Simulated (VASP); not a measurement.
Set up this calculation in VASP 6.6.1, as the native input.

```
Task                   : single point
Functional             : r2SCAN
Potentials or basis    : VASP PAW PBE potentials, release 64 (Sc_sv, B)
Cutoff                 : 520 eV
k mesh                 : 6 × 6 × 6
Occupations            : gaussian, width 0.0323 eV
Spin                   : no spin polarisation
Dipole correction      : no
Further INCAR settings : ALGO = Normal; EDIFF = 1e-06; NBANDS = 36
```

ScB12:

```xyz
13
Lattice="0.0000 3.6887 3.6887 3.6887 0.0000 3.6887 3.6887 3.6887 0.0000" Properties=species:S:1:pos:R:3 pbc="T T T"
Sc    0.0000    0.0000    0.0000
B     3.6887    4.9379    4.9379
B     2.4395    3.6887    4.9379
B     3.6887    2.4395    4.9379
B     4.9379    3.6887    4.9379
B     3.6887    2.4395    2.4395
B     2.4395    3.6887    2.4395
B     3.6887    4.9379    2.4395
B     4.9379    3.6887    2.4395
B     4.9379    2.4395    3.6887
B     4.9379    4.9379    3.6887
B     2.4395    2.4395    3.6887
B     2.4395    4.9379    3.6887
```

These files were run (other wordings do the same):

POSCAR

```
ScB12
1.0
    0.0000000000      3.6887040000      3.6887040000
    3.6887040000      0.0000000000      3.6887040000
    3.6887040000      3.6887040000      0.0000000000
Sc B
1 12
Direct
    0.0000000000      0.0000000000      0.0000000000
    0.8386627308      0.5000000000      0.5000000000
    0.8386627308      0.5000000000      0.1613372692
    0.5000000000      0.8386627308      0.1613372692
    0.5000000000      0.8386627308      0.5000000000
    0.1613372692      0.5000000000      0.5000000000
    0.5000000000      0.1613372692      0.5000000000
    0.5000000000      0.1613372692      0.8386627308
    0.1613372692      0.5000000000      0.8386627308
    0.1613372692      0.8386627308      0.5000000000
    0.5000000000      0.5000000000      0.8386627308
    0.5000000000      0.5000000000      0.1613372692
    0.8386627308      0.1613372692      0.5000000000
```

INCAR.step1

```
SYSTEM = ScB12
  ALGO = Normal
  EDIFF = 1E-4
  ENCUT = 520
  GGA = PE
  ISMEAR = 0
  LASPH = .TRUE.
  LCHARG = .FALSE.
  LREAL = .FALSE.
  LWAVE = .TRUE.
  NBANDS = 36
  NELM = 60
  PREC = Accurate
  SIGMA = 0.0323
```

INCAR.step2

```
SYSTEM = ScB12
  ALGO = Normal
  EDIFF = 1E-6
  ENCUT = 520
  ISIF = 2
  ISMEAR = 0
  ISTART = 1
  LASPH = .TRUE.
  LCHARG = .TRUE.
  LELF = .TRUE.
  LMIXTAU = .TRUE.
  LREAL = .FALSE.
  LVHAR = .TRUE.
  LWAVE = .FALSE.
  METAGGA = R2SCAN
  NBANDS = 36
  NELM = 60
  PREC = Accurate
  SIGMA = 0.0323
```

KPOINTS

```
k-points
0
G
  6 6 6
  0 0 0
```

Potentials or basis: VASP PAW PBE potentials, release 64 (Sc_sv, B).

Launch:

```sh
$ cat potpaw_PBE.64/Sc_sv/POTCAR potpaw_PBE.64/B/POTCAR > POTCAR
$ cp INCAR.step1 INCAR
$ mpirun -np 1 vasp_std > vasp.out
$ cp INCAR.step2 INCAR
$ mpirun -np 1 vasp_std > vasp.out
```

It gave:

```json
{
  "Pressure": "2.3 GPa",
  "Largest force": "0.003 eV/Å"
}
```

Caveat: the PAW data sets were made with another functional, which shifts forces and pressure a little.

Run time: 2.6 min on 1 thread of Intel(R) Xeon(R) Platinum 8488C (Sapphire Rapids), with other jobs on the host, peak memory 0.27 GiB.
